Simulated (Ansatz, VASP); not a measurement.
# Rh: VASP beside Ansatz

```
Rh
1.0
     0.00000    1.89011    1.89011
     1.89011    0.00000    1.89011
     1.89011    1.89011    0.00000
Rh
1
Direct
  0.00000 0.00000 0.00000
```

Alike in both runs: task relaxation of cell and atoms; functional PBEsol; k mesh 18 × 18 × 18; occupations fermi-dirac, width 0.1 eV; no spin polarisation.

|  | VASP | Ansatz |
| --- | --- | --- |
| version | VASP 6.6.1 | Ansatz 0.2.0 |
| potentials or method | VASP PAW PBE potentials, release 64 (Rh_pv) | PAW with Ansatz's default frozen-core files, scalar-relativistic |
| plane-wave cutoff (eV) | 600 | 420 |
| valence electrons in the cell | 15 | 17 |

```csv
,VASP,Ansatz,Ansatz less VASP
relaxed volume (Å³/atom),13.51,13.52,+0.009
relaxed cell length with the largest relative difference (Å),2.673,2.674,+0.0006
```

VASP's potentials were made for PBE, not for PBEsol. VASP's potentials hold 15 valence electrons a cell and Ansatz's 17, so a difference there can come from the potentials and not from the codes.
